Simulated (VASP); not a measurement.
# Nb (Fm-3m) in VASP: a series of runs, part 2 of 2

VASP 6.6.1.

## Step 3: Single point, PBE

This run uses another cell than the first one, of 17.64 Å³/atom, 0.887 times its volume.

Contents of INCAR:

```
SYSTEM = Nb
PREC     = Accurate       ! precision mode
ENCUT    = 520            ! plane-wave cutoff, eV
EDIFF    = 1E-7           ! SCF threshold, eV
ISMEAR   = -1             ! smearing method
SIGMA    = 0.06122561905347299 ! smearing width, eV
LREAL    = .FALSE.        ! projectors in reciprocal space
LASPH    = .TRUE.         ! aspherical terms in the spheres
NELM     = 80             ! most SCF steps
ALGO     = Normal         ! electronic algorithm
ISIF     = 2              ! what is computed and relaxed
LWAVE    = .FALSE.        ! write WAVECAR
LCHARG   = .FALSE.        ! write CHGCAR
GGA      = PE             ! functional
NBANDS   = 12             ! bands
```

Contents of KPOINTS:

```
Automatic mesh
0
G
  22 22 22
  0 0 0
```

Contents of POSCAR:

```
Nb
1.0
    0.0000000000      2.0660395230      2.0660395230
    2.0660395230      0.0000000000      2.0660395230
    2.0660395230      2.0660395230      0.0000000000
Nb
1
Direct
    0.0000000000      0.0000000000      0.0000000000
```

Potentials or basis: VASP PAW PBE potentials, release 64 (Nb_sv).

On the command line:

```console
$ cat potpaw_PBE.64/Nb_sv/POTCAR > POTCAR
$ mpirun -np 1 vasp_std > vasp.out
```

OUTCAR:

```text
SYSTEM = Nb
   PREC = Accurate
   ENCUT = 520
   EDIFF = 1E-7
   ISMEAR = -1
   LREAL = .FALSE.
   LASPH = .TRUE.
   NELM = 80
   ISIF = 2
   GGA = PE

 ion  position               nearest neighbor table
   1  0.000  0.000  0.000-

  LATTYP: Found a face centered cubic cell.
 ALAT       =     4.1320790460

  Lattice vectors:

 A1 = (   0.0000000000,   2.0660395230,   2.0660395230)
 A2 = (   2.0660395230,   0.0000000000,   2.0660395230)
 A3 = (   2.0660395230,   2.0660395230,   0.0000000000)

Analysis of symmetry for initial positions (statically):
=====================================================================
 Subroutine PRICEL returns:
 Original cell was already a primitive cell.

 Routine SETGRP: Setting up the symmetry group for a
 face centered cubic supercell.

 Subroutine GETGRP returns: Found 48 space group operations
 (whereof 48 operations were pure point group operations)
 out of a pool of 48 trial point group operations.

The static configuration has the point symmetry O_h .

Analysis of symmetry for dynamics (positions and initial velocities):
=====================================================================
 Subroutine PRICEL returns:
 Original cell was already a primitive cell.

 Routine SETGRP: Setting up the symmetry group for a
 face centered cubic supercell.

 Subroutine GETGRP returns: Found 48 space group operations
 (whereof 48 operations were pure point group operations)
 out of a pool of 48 trial point group operations.

The dynamic configuration has the point symmetry O_h .

 Subroutine INISYM returns: Found 48 space group operations
 (whereof 48 operations are pure point group operations),
 and found     1 'primitive' translations

----------------------------------------------------------------------------------------

                                     Primitive cell

  volume of cell :      17.6379

  direct lattice vectors                    reciprocal lattice vectors
     0.000000000  2.066039523  2.066039523    -0.242008923  0.242008923  0.242008923
     2.066039523  0.000000000  2.066039523     0.242008923 -0.242008923  0.242008923
     2.066039523  2.066039523  0.000000000     0.242008923  0.242008923 -0.242008923

  length of vectors
     2.921821114  2.921821114  2.921821114     0.419171751  0.419171751  0.419171751

  position of ions in fractional coordinates (direct lattice)
     0.000000000  0.000000000  0.000000000

  ion indices of the primitive-cell ions
   primitive index   ion index
                 1           1

----------------------------------------------------------------------------------------

 KPOINTS: Automatic mesh

Automatic generation of k-mesh.
 Grid dimensions read from file:
 generate k-points for:   22   22   22

 Generating k-lattice:

  Cartesian coordinates                     Fractional coordinates (reciprocal lattice)
    -0.011000406  0.011000406  0.011000406     0.045454545  0.000000000  0.000000000
     0.011000406 -0.011000406  0.011000406     0.000000000  0.045454545  0.000000000
     0.011000406  0.011000406 -0.011000406     0.000000000  0.000000000  0.045454545

  Length of vectors
     0.019053261  0.019053261  0.019053261

  Shift w.r.t. Gamma in fractional coordinates (k-lattice)
     0.000000000  0.000000000  0.000000000

 Subroutine IBZKPT returns following result:
 ===========================================

 Found    328 irreducible k-points:

 Following reciprocal coordinates:
            Coordinates               Weight
  0.000000  0.000000  0.000000      1.000000
  0.045455  0.000000  0.000000      8.000000
  0.090909  0.000000  0.000000      8.000000
  0.136364  0.000000  0.000000      8.000000
  0.181818  0.000000  0.000000      8.000000
  0.227273  0.000000  0.000000      8.000000
[... 16 lines left out ...]
  0.500000  0.045455  0.000000     24.000000
 -0.454545  0.045455  0.000000     24.000000
 [... further k-points ...]
   k-points           NKPTS =    328   k-points in BZ     NKDIM =    328   number of bands    NBANDS=     12
   number of dos      NEDOS =    301   number of ions     NIONS =      1
   total plane-waves  NPLWV =  13824
   dimension x,y,z NGX =    24 NGY =   24 NGZ =   24
   dimension x,y,z NGXF=    48 NGYF=   48 NGZF=   48
   ions per type =               1
   NGX,Y,Z   is equivalent  to a cutoff of  13.66, 13.66, 13.66 a.u.
   NGXF,Y,Z  is equivalent  to a cutoff of  27.31, 27.31, 27.31 a.u.
 SYSTEM =  Nb
   PREC   = accura    normal or accurate (medium, high low for compatibility)
   ISTART =      0    job   : 0-new  1-cont  2-samecut
   ICHARG =      2    charge: 1-file 2-atom 10-const
   ISPIN  =      1    spin polarized calculation?
   LNONCOLLINEAR =      F non collinear calculations
   LSORBIT =      F    spin-orbit coupling
   LASPH  =      T    aspherical Exc in radial PAW
   ENCUT  =  520.0 eV  38.22 Ry    6.18 a.u.   5.43  5.43  5.43*2*pi/ulx,y,z
   NELM   =     80;   NELMIN=  2; NELMDL= -5     # of ELM steps
   EDIFF  = 0.1E-06   stopping-criterion for ELM
   LREAL  =      F    real-space projection
   EDIFFG = 0.1E-05   stopping-criterion for IOM
   NSW    =      0    number of steps for IOM
   IBRION =     -1    ionic relax: 0-MD 1-quasi-New 2-CG
   NFREE  =      0    steps in history (QN), initial steepest desc. (CG)
   ISIF   =      2    stress and relaxation
   ISYM   =      2    0-nonsym 1-usesym 2-fastsym
   POTIM  = 0.5000    time-step for ionic-motion
   TEBEG  =    0.0;   TEEND  =   0.0 temperature during run
   PSTRESS=    0.0 pullay stress
   NELECT =      13.0000    total number of electrons
   NUPDOWN=      -1.0000    fix difference up-down
   EMIN   =  10.00;   EMAX   =-10.00  energy-range for DOS
   EFERMI =   0.00;   METHOD = LEGACY
   ISMEAR =    -1;   SIGMA  =   0.06  broadening in eV -4-tet -1-fermi 0-gaus
   EFERMI_NEDOS =   21; number of points for ismear=-14 and -15
   IALGO  =     38    algorithm
   IMIX   =      4    mixing-type and parameters
     AMIX     =   0.40;   BMIX     =  1.00
     AMIX_MAG =   1.60;   BMIX_MAG =  1.00
  volume/ion in A,a.u.               =      17.64       119.03
  Fermi-wavevector in a.u.,A,eV,Ry     =   1.478793  2.794513 29.753603  2.186828
  Thomas-Fermi vector in A             =   2.593030
   LORBIT       =      0    0 simple, 1 ext, 2 COOP (PROOUT), +10 PAW based schemes
   GGA     = PE    functional components
   LHFCALC =     F    Hartree Fock is set to
   AEXX    =    0.0000 exact exchange contribution
   IVDW    =     0    specifies the selected vdW correction
   LEPSILON=     F    determine dielectric tensor
   LRPA    =     F    only Hartree local field effects (RPA)
 non-spin polarized calculation
  energy-cutoff  :      520.00
  volume of cell :       17.64
 maximum number of plane-waves:       531
 NGX is ok and might be reduce to    24
   NGX = 11   NGY = 11   NGZ = 11

 number of electron      13.0000000 magnetization

 Free energy of the ion-electron system (eV)
  ---------------------------------------------------
  ext. energy  EPLUGINS =         0.00000000
  ---------------------------------------------------
  free energy    TOTEN  =        -9.86600311 eV

  energy without entropy =       -9.84765126  energy(sigma->0) =       -9.85682719

 E-fermi :  11.8581     XC(G=0): -12.6113

 val. band max:       11.8565381896   @ k =  -0.2273   0.1364   0.0000
 cond. band min:      11.8679126610   @ k =   0.3182   0.1364   0.0000
 fundamental gap:      0.0113744714
 Fermi energy:        11.8580581003

 k-point     1 :       0.0000    0.0000    0.0000
  band No.  band energies     occupation
      1     -42.8784      2.00000
      2     -18.1388      2.00000
      3     -18.1388      2.00000
      4     -18.1388      2.00000
      5       5.4825      2.00000
      6      11.9105      0.59591
      7      11.9105      0.59591
      8      11.9105      0.59591
      9      14.7378      0.00000
     10      14.7378      0.00000
     11      23.7339      0.00000
     12      28.7898      0.00000

 k-point     2 :       0.0455    0.0000    0.0000
  band No.  band energies     occupation
      1     -42.8735      2.00000
      2     -18.1703      2.00000
      3     -18.1425      2.00000
      4     -18.1425      2.00000
      5       5.5662      2.00000
      6      11.8430      1.12225
      7      11.9498      0.36513
      8      11.9498      0.36513
      9      14.7005      0.00000
     10      14.7005      0.00000
     11      23.9058      0.00000
     12      28.4204      0.00000
[... 316 lines left out ...]
 k-point    24 :      -0.4545    0.0455    0.0000
  band No.  band energies     occupation
      1     -42.6292      2.00000
      2     -19.5634      2.00000
      3     -18.3474      2.00000
      4     -18.3241      2.00000
      5       7.8538      2.00000
      6      11.6084      1.96668
      7      11.7713      1.60958
      8      13.2510      0.00000
      9      16.7256      0.00000
     10      17.1008      0.00000
     11      23.0471      0.00000
     12      23.9096      0.00000

 [... further k-points ...]
[... 5 lines left out ...]
  --------------------------------------------------------------------------------------
  -------------------------------------------------------------------------------------
  Total        1.2156711      1.2156711      1.2156711     -0.0000000     -0.0000000      0.0000000
  in kB      110.4284051    110.4284051    110.4284051     -0.0000000     -0.0000000      0.0000000
  external PRESSURE =     110.4284051 kB  Pullay stress =       0.0000000 kB

 VOLUME and BASIS-vectors are now :
 -----------------------------------------------------------------------------
  energy-cutoff  :      520.00
  volume of cell :       17.64
      direct lattice vectors                 reciprocal lattice vectors
     0.000000000  2.066039523  2.066039523    -0.242008923  0.242008923  0.242008923
     2.066039523  0.000000000  2.066039523     0.242008923 -0.242008923  0.242008923
     2.066039523  2.066039523  0.000000000     0.242008923  0.242008923 -0.242008923

 POSITION                                       TOTAL-FORCE (eV/Angst)
 -----------------------------------------------------------------------------------
      0.00000      0.00000      0.00000         0.000000     -0.000000     -0.000000
 -----------------------------------------------------------------------------------
    total drift:                                0.000000      0.000000      0.000000

  FREE ENERGIE OF THE ION-ELECTRON SYSTEM (eV)
  ---------------------------------------------------
  free  energy   TOTEN  =        -9.8660031132 eV

  energy  without entropy=       -9.8476512634  energy(sigma->0) =       -9.85682719
```

Wall time 28 s (1 thread of Intel Xeon Platinum 8488C (Sapphire Rapids), shared host); peak memory 0.19 GiB.

What came out:

| Quantity | Value |
| --- | --- |
| Free energy | -9.8660 eV |
| Pressure | 11.0 GPa |

## Step 4: Single point, PBE

This run uses another cell than the first one, of 17.64 Å³/atom, 0.887 times its volume.

Contents of INCAR:

```
PREC = Accurate
ENCUT = 520
EDIFF = 1E-6
ISMEAR = -1
SIGMA = 0.06122561905347299
LREAL = False
LASPH = True
NELM = 80
ALGO = Normal
ISIF = 2
LWAVE = False
LCHARG = False
GGA = PE
NBANDS = 12
```

Contents of KPOINTS:

```
regular mesh
0
Gamma
  22 22 22
```

POSCAR is that of step 3.

On the command line:

```console
$ cat potpaw_PBE.64/Nb_sv/POTCAR > POTCAR
$ mpirun -np 1 vasp_std > vasp.out
```

Run time: 54 s. Hardware: 1 thread of AMD EPYC 7R13 (Zen 3), shared host; peak memory 0.16 GiB.

The run converged. Its results:

```yaml
Free_energy: -9.8660 eV
Pressure: 11.0 GPa
```

Levels at points of the mesh, in eV from the Fermi level:
```tsv
k point	band 4	band 5	band 6	band 7	band 8	band 9
(0.00, 0.00, 0.00)	-30.00	-6.38	0.05	0.05	0.05	2.88
(0.50, 0.00, 0.00)	-30.18	-4.08	-0.16	-0.16	1.61	5.02
(0.50, 0.50, 0.00)	-30.51	-4.41	-3.64	3.97	5.01	5.64
```
